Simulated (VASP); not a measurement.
# Cl (Pm-3m) in VASP: notebook

Cl is run at these levels: LDA; tasks: single point.

All numbers are computed with VASP 6.6.1; they aren't measurements. Logs are shortened: lines on timing, memory, paths and dates and some standing lists are left out, and cuts for length are marked.

## 1. The cell of the first run

The structure is cubic, space group Pm-3m (No. 221). Conventional cell: a = 2.415 Å, b = 2.415 Å, c = 2.415 Å, α = 90.00°, β = 90.00°, γ = 90.00°. Cl (site symmetry m-3m) has 6 Cl at 2.41 Å within 3.2 Å.

## 2. Single point, LDA (14.08 Å³/atom)

Input file INCAR:

```
  PREC = Accurate
  ENCUT = 500
  EDIFF = 1E-6
  ISMEAR = -1
  SIGMA = 0.08
  LREAL = False
  LASPH = True
  NELM = 120
  ALGO = Normal
  ISIF = 2
  LWAVE = False
  LCHARG = True
  LELF = True
  LVHAR = True
  NBANDS = 10
  GGA_COMPAT = False
```

Input file KPOINTS:

```
Automatic mesh
0
Gamma
  15 15 15
```

Input file POSCAR:

```
Cl
1.0
    2.4146449390      0.0000000000      0.0000000000
    0.0000000000      2.4146449390      0.0000000000
    0.0000000000      0.0000000000      2.4146449390
Cl
1
Direct
    0.0000000000      0.0000000000      0.0000000000
```

Potentials or basis: VASP PAW LDA potentials, release 64 (Cl).

The run is started by

```
cat potpaw_LDA.64/Cl/POTCAR > POTCAR
mpirun -np 1 vasp_std > vasp.out
```

OUTCAR:

```text
PREC = Accurate
   ENCUT = 500
   EDIFF = 1E-6
   ISMEAR = -1
   LREAL = False
   LASPH = True
   NELM = 120
   ISIF = 2

 ion  position               nearest neighbor table
   1  0.000  0.000  0.000-

  LATTYP: Found a simple cubic cell.
 ALAT       =     2.4146449390

  Lattice vectors:

 A1 = (   2.4146449390,   0.0000000000,   0.0000000000)
 A2 = (   0.0000000000,   2.4146449390,   0.0000000000)
 A3 = (   0.0000000000,   0.0000000000,   2.4146449390)

Analysis of symmetry for initial positions (statically):
=====================================================================
 Subroutine PRICEL returns:
 Original cell was already a primitive cell.

 Routine SETGRP: Setting up the symmetry group for a
 simple cubic supercell.

 Subroutine GETGRP returns: Found 48 space group operations
 (whereof 48 operations were pure point group operations)
 out of a pool of 48 trial point group operations.

The static configuration has the point symmetry O_h .

Analysis of symmetry for dynamics (positions and initial velocities):
=====================================================================
 Subroutine PRICEL returns:
 Original cell was already a primitive cell.

 Routine SETGRP: Setting up the symmetry group for a
 simple cubic supercell.

 Subroutine GETGRP returns: Found 48 space group operations
 (whereof 48 operations were pure point group operations)
 out of a pool of 48 trial point group operations.

The dynamic configuration has the point symmetry O_h .

 Subroutine INISYM returns: Found 48 space group operations
 (whereof 48 operations are pure point group operations),
 and found     1 'primitive' translations

----------------------------------------------------------------------------------------

                                     Primitive cell

  volume of cell :      14.0786

  direct lattice vectors                    reciprocal lattice vectors
     2.414644939  0.000000000  0.000000000     0.414139563  0.000000000  0.000000000
     0.000000000  2.414644939  0.000000000     0.000000000  0.414139563  0.000000000
     0.000000000  0.000000000  2.414644939     0.000000000  0.000000000  0.414139563

  length of vectors
     2.414644939  2.414644939  2.414644939     0.414139563  0.414139563  0.414139563

  position of ions in fractional coordinates (direct lattice)
     0.000000000  0.000000000  0.000000000

  ion indices of the primitive-cell ions
   primitive index   ion index
                 1           1

----------------------------------------------------------------------------------------

 KPOINTS: Automatic mesh

Automatic generation of k-mesh.
 Grid dimensions read from file:
 generate k-points for:   15   15   15

 Generating k-lattice:

  Cartesian coordinates                     Fractional coordinates (reciprocal lattice)
     0.027609304  0.000000000  0.000000000     0.066666667  0.000000000  0.000000000
     0.000000000  0.027609304  0.000000000     0.000000000  0.066666667  0.000000000
     0.000000000  0.000000000  0.027609304     0.000000000  0.000000000  0.066666667

  Length of vectors
     0.027609304  0.027609304  0.027609304

  Shift w.r.t. Gamma in fractional coordinates (k-lattice)
     0.000000000  0.000000000  0.000000000

 Subroutine IBZKPT returns following result:
 ===========================================

 Found    120 irreducible k-points:

 Following reciprocal coordinates:
            Coordinates               Weight
  0.000000  0.000000  0.000000      1.000000
  0.066667  0.000000  0.000000      6.000000
  0.133333  0.000000  0.000000      6.000000
  0.200000  0.000000  0.000000      6.000000
  0.266667  0.000000  0.000000      6.000000
  0.333333  0.000000  0.000000      6.000000
[... 16 lines left out ...]
  0.266667  0.200000  0.000000     24.000000
  0.333333  0.200000  0.000000     24.000000
 [... further k-points ...]
   k-points           NKPTS =    120   k-points in BZ     NKDIM =    120   number of bands    NBANDS=     10
   number of dos      NEDOS =    301   number of ions     NIONS =      1
   total plane-waves  NPLWV =   5832
   dimension x,y,z NGX =    18 NGY =   18 NGZ =   18
   dimension x,y,z NGXF=    36 NGYF=   36 NGZF=   36
   ions per type =               1
   NGX,Y,Z   is equivalent  to a cutoff of  12.39, 12.39, 12.39 a.u.
   NGXF,Y,Z  is equivalent  to a cutoff of  24.79, 24.79, 24.79 a.u.
 SYSTEM =  unknown system
   PREC   = accura    normal or accurate (medium, high low for compatibility)
   ISTART =      0    job   : 0-new  1-cont  2-samecut
   ICHARG =      2    charge: 1-file 2-atom 10-const
   ISPIN  =      1    spin polarized calculation?
   LNONCOLLINEAR =      F non collinear calculations
   LSORBIT =      F    spin-orbit coupling
   LASPH  =      T    aspherical Exc in radial PAW
   ENCUT  =  500.0 eV  36.75 Ry    6.06 a.u.   4.40  4.40  4.40*2*pi/ulx,y,z
   NELM   =    120;   NELMIN=  2; NELMDL= -5     # of ELM steps
   EDIFF  = 0.1E-05   stopping-criterion for ELM
   LREAL  =      F    real-space projection
   EDIFFG = 0.1E-04   stopping-criterion for IOM
   NSW    =      0    number of steps for IOM
   IBRION =     -1    ionic relax: 0-MD 1-quasi-New 2-CG
   NFREE  =      0    steps in history (QN), initial steepest desc. (CG)
   ISIF   =      2    stress and relaxation
   ISYM   =      2    0-nonsym 1-usesym 2-fastsym
   POTIM  = 0.5000    time-step for ionic-motion
   TEBEG  =    0.0;   TEEND  =   0.0 temperature during run
   PSTRESS=    0.0 pullay stress
   NELECT =       7.0000    total number of electrons
   NUPDOWN=      -1.0000    fix difference up-down
   EMIN   =  10.00;   EMAX   =-10.00  energy-range for DOS
   EFERMI =   0.00;   METHOD = LEGACY
   ISMEAR =    -1;   SIGMA  =   0.08  broadening in eV -4-tet -1-fermi 0-gaus
   EFERMI_NEDOS =   21; number of points for ismear=-14 and -15
   IALGO  =     38    algorithm
   IMIX   =      4    mixing-type and parameters
     AMIX     =   0.40;   BMIX     =  1.00
     AMIX_MAG =   1.60;   BMIX_MAG =  1.00
  volume/ion in A,a.u.               =      14.08        95.01
  Fermi-wavevector in a.u.,A,eV,Ry     =   1.296943  2.450867 22.885832  1.682061
  Thomas-Fermi vector in A             =   2.428367
   LORBIT       =      0    0 simple, 1 ext, 2 COOP (PROOUT), +10 PAW based schemes
   GGA     = CA    functional components
   LHFCALC =     F    Hartree Fock is set to
   AEXX    =    0.0000 exact exchange contribution
   IVDW    =     0    specifies the selected vdW correction
   LEPSILON=     F    determine dielectric tensor
   LRPA    =     F    only Hartree local field effects (RPA)
 non-spin polarized calculation
  energy-cutoff  :      500.00
  volume of cell :       14.08
 maximum number of plane-waves:       370
 NGX is ok and might be reduce to    18
   NGX =  9   NGY =  9   NGZ =  9

 number of electron       6.9999996 magnetization

 Free energy of the ion-electron system (eV)
  ---------------------------------------------------
  ext. energy  EPLUGINS =         0.00000000
  ---------------------------------------------------
  free energy    TOTEN  =        -1.02336899 eV

  energy without entropy =       -1.01140357  energy(sigma->0) =       -1.01738628

 E-fermi :   8.9602     XC(G=0): -11.7883

 val. band max:        8.9300276712   @ k =   0.3333   0.0667   0.0667
 cond. band min:       8.9629782898   @ k =   0.3333   0.0667   0.0000
 fundamental gap:      0.0329506186
 Fermi energy:         8.9601632141

 k-point     1 :       0.0000    0.0000    0.0000
  band No.  band energies     occupation
      1     -11.9626      2.00000
      2       8.5475      1.98856
      3       8.5475      1.98856
      4       8.5475      1.98856
      5      16.5448      0.00000
      6      16.5448      0.00000
      7      18.8133      0.00000
      8      32.8219      0.00000
      9      32.8219      0.00000
     10      32.8219      0.00000

 k-point     2 :       0.0667    0.0000    0.0000
  band No.  band energies     occupation
      1     -11.8768      2.00000
      2       7.7775      2.00000
      3       8.6023      1.97744
      4       8.6023      1.97744
      5      16.6219      0.00000
      6      17.1976      0.00000
      7      19.1575      0.00000
      8      32.0172      0.00000
      9      32.0172      0.00000
     10      32.8691      0.00000

 k-point     3 :       0.1333    0.0000    0.0000
  band No.  band energies     occupation
      1     -11.6229      2.00000
      2       6.0727      2.00000
      3       8.7613      1.84625
      4       8.7613      1.84625
      5      16.8477      0.00000
      6      18.1701      0.00000
      7      20.5359      0.00000
      8      30.3329      0.00000
      9      30.3329      0.00000
     10      33.0051      0.00000

 k-point     4 :       0.2000    0.0000    0.0000
  band No.  band energies     occupation
      1     -11.2134      2.00000
      2       4.1286      2.00000
      3       9.0084      0.70740
      4       9.0084      0.70740
      5      17.2049      0.00000
      6      18.8864      0.00000
      7      22.6888      0.00000
      8      28.5088      0.00000
      9      28.5088      0.00000
     10      33.2133      0.00000

 k-point     5 :       0.2667    0.0000    0.0000
  band No.  band energies     occupation
      1     -10.6747      2.00000
      2       2.2448      2.00000
      3       9.3138      0.02376
      4       9.3138      0.02376
      5      17.6597      0.00000
      6      19.6384      0.00000
      7      24.6313      0.00000
      8      26.8321      0.00000
      9      26.8321      0.00000
     10      33.4650      0.00000

 k-point     6 :       0.3333    0.0000    0.0000
  band No.  band energies     occupation
      1     -10.0589      2.00000
      2       0.5761      2.00000
      3       9.6322      0.00045
      4       9.6322      0.00045
      5      18.1529      0.00000
      6      20.5206      0.00000
      7      25.4430      0.00000
      8      25.4430      0.00000
      9      25.4449      0.00000
     10      32.9100      0.00000
[... 183 lines left out ...]
 k-point    21 :       0.4667    0.1333    0.0000
  band No.  band energies     occupation
      1      -8.7456      2.00000
      2      -1.1779      2.00000
      3       7.9769      1.99999
      4      10.2522      0.00000
      5      19.1891      0.00000
      6      20.2475      0.00000
      7      24.2095      0.00000
      8      24.4374      0.00000
      9      26.7253      0.00000
     10      32.0417      0.00000

 k-point    22 :       0.2000    0.2000    0.0000
  band No.  band energies     occupation
      1     -10.4676      2.00000
      2       4.5597      2.00000
      3       4.9034      2.00000
      4       9.4563      0.00404
      5      18.7222      0.00000
      6      21.1570      0.00000
      7      23.3878      0.00000
      8      26.3334      0.00000
      9      28.5943      0.00000
     10      29.6220      0.00000

 k-point    23 :       0.2667    0.2000    0.0000
  band No.  band energies     occupation
      1      -9.9314      2.00000
      2       2.8646      2.00000
      3       5.1560      2.00000
      4       9.7524      0.00010
      5      19.0591      0.00000
      6      20.2264      0.00000
      7      24.7361      0.00000
      8      27.1589      0.00000
      9      27.3419      0.00000
     10      29.5920      0.00000

 k-point    24 :       0.3333    0.2000    0.0000
  band No.  band energies     occupation
      1      -9.3185      2.00000
      2       1.2230      2.00000
      3       5.5936      2.00000
      4      10.0600      0.00000
      5      18.4094      0.00000
      6      20.2237      0.00000
      7      25.4268      0.00000
      8      26.0310      0.00000
      9      28.1777      0.00000
     10      29.9146      0.00000

 [... further k-points ...]

------------------------ aborting loop because EDIFF is reached ----------------------------------------

  FORCE on cell =-STRESS in cart. coord.  units (eV):
  Direction    XX          YY          ZZ          XY          YZ          ZX
  --------------------------------------------------------------------------------------
  -------------------------------------------------------------------------------------
  Total        4.5380104      4.5380104      4.5380104      0.0000000     -0.0000000      0.0000000
  in kB      516.4356754    516.4356754    516.4356754      0.0000000     -0.0000000      0.0000000
  external PRESSURE =     516.4356754 kB  Pullay stress =       0.0000000 kB

 VOLUME and BASIS-vectors are now :
 -----------------------------------------------------------------------------
  energy-cutoff  :      500.00
  volume of cell :       14.08
      direct lattice vectors                 reciprocal lattice vectors
     2.414644939  0.000000000  0.000000000     0.414139563  0.000000000  0.000000000
     0.000000000  2.414644939  0.000000000     0.000000000  0.414139563  0.000000000
     0.000000000  0.000000000  2.414644939     0.000000000  0.000000000  0.414139563

 POSITION                                       TOTAL-FORCE (eV/Angst)
 -----------------------------------------------------------------------------------
      0.00000      0.00000      0.00000         0.000000      0.000000      0.000000
 -----------------------------------------------------------------------------------
    total drift:                                0.000000      0.000000      0.000000

  FREE ENERGIE OF THE ION-ELECTRON SYSTEM (eV)
  ---------------------------------------------------
  free  energy   TOTEN  =        -1.0233689886 eV

  energy  without entropy=       -1.0114035671  energy(sigma->0) =       -1.01738628
```

It took 8.6 s on 1 thread of Intel Xeon Platinum 8375C at 2.90GHz (Ice Lake), shared host; peak memory 0.11 GiB.

What came out:

* Free energy: -1.0234 eV
* Pressure: 51.6 GPa
* Band gap on the k mesh: zero (an odd number of electrons rules out a gap without spin polarisation)

Caveat: the cell stands under pressure; an odd number of electrons without spin polarisation forces a metal; a magnetic or distorted state may lie lower.

## 3. Single point, LDA (16.15 Å³/atom)

This run uses another cell than the first one, of 16.15 Å³/atom.

Input file INCAR:

```
ALGO = Normal
EDIFF = 1E-6
ENCUT = 500
GGA_COMPAT = F
ISIF = 2
ISMEAR = -1
LASPH = T
LCHARG = F
LREAL = F
LWAVE = F
NBANDS = 10
NELM = 120
PREC = Accurate
SIGMA = 0.08
```

Input file KPOINTS:

```
k-points
0
Gamma
  15 15 15
```

Input file POSCAR:

```
Cl
1.0
    2.5276397452      0.0000000000      0.0000000000
    0.0000000000      2.5276397452      0.0000000000
    0.0000000000      0.0000000000      2.5276397452
Cl
1
Direct
    0.0000000000      0.0000000000      0.0000000000
```

Potentials or basis: VASP PAW LDA potentials, release 64 (Cl).

The run is started by

```
cat potpaw_LDA.64/Cl/POTCAR > POTCAR
mpirun -np 1 vasp_std > vasp.out
```

It took 9.4 s on 1 thread of Intel Xeon Platinum 8375C at 2.90GHz (Ice Lake), shared host; peak memory 0.12 GiB.

The run converged. Its results:

```yaml
Free_energy: -1.4980 eV
Pressure: 24.3 GPa
Band_gap_on_the_k_mesh: zero (an odd number of electrons rules out a gap without spin polarisation)
```

Levels at points of the mesh, in eV from the Fermi level:
| k point | band 2 | band 3 | band 4 | band 5 | band 6 | band 7 |
| --- | --- | --- | --- | --- | --- | --- |
| (0.00, 0.00, 0.00) | -0.31 | -0.31 | -0.31 | 8.45 | 8.45 | 9.12 |

Caveat: the cell stands under pressure; an odd number of electrons without spin polarisation forces a metal; a magnetic or distorted state may lie lower.
